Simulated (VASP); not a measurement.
Write the native input for VASP 6.6.1 that does the following.

```yaml
Task: single point
Functional: PBE
Potentials_or_basis: VASP PAW PBE potentials, release 64 (Ba_sv)
Cutoff: 520 eV
k_mesh: 6 × 6 × 3
Occupations: tetrahedron
Spin: no spin polarisation
Dipole_correction: no
Further_INCAR_settings: ALGO = Normal; EDIFF = 1e-06; NBANDS = 17
```

The structure of Ba lies in POSCAR:

```
Ba
1.0
    2.2043193500     -3.9988569750      0.0000000000
    2.2043193500      3.9988569750      0.0000000000
    0.0000000000      0.0000000000      7.4305148100
Ba
2
Direct
    0.6530343971      0.3384033196      0.2489668756
    0.3353908529      0.6566995504      0.7488273744
```

These files were run (other wordings do the same):

INCAR

```
SYSTEM = Ba
PREC = Accurate ; ENCUT = 520
EDIFF = 1E-6 ; ISMEAR = -4
SIGMA = 0.1 ; LREAL = .FALSE.
LASPH = .TRUE. ; NELM = 100
ALGO = Normal ; ISIF = 2
LWAVE = .FALSE. ; LCHARG = .TRUE.
GGA = PE ; LELF = .TRUE.
LVHAR = .TRUE. ; NBANDS = 17
```

KPOINTS

```
regular mesh
0
G
  6 6 3
  0 0 0
```

Potentials or basis: VASP PAW PBE potentials, release 64 (Ba_sv).

Run with:

```sh
$ cat potpaw_PBE.64/Ba_sv/POTCAR > POTCAR
$ mpirun -np 1 vasp_std > vasp.out
```

It gave:

| Item | Value |
| --- | --- |
| Pressure | -0.2 GPa |
| Largest force | 0.011 eV/Å |
| Band gap on the k mesh | zero (band 10 reaches 1.68 eV, above the bottom of band 11 at 1.33 eV) |

Caveat: spin-orbit coupling is left out, which moves the levels of the heavy elements.

Run time: 100 s on 1 thread of Oxide Virtual Turin-like Processor, on a shared host, peak memory 0.26 GiB.
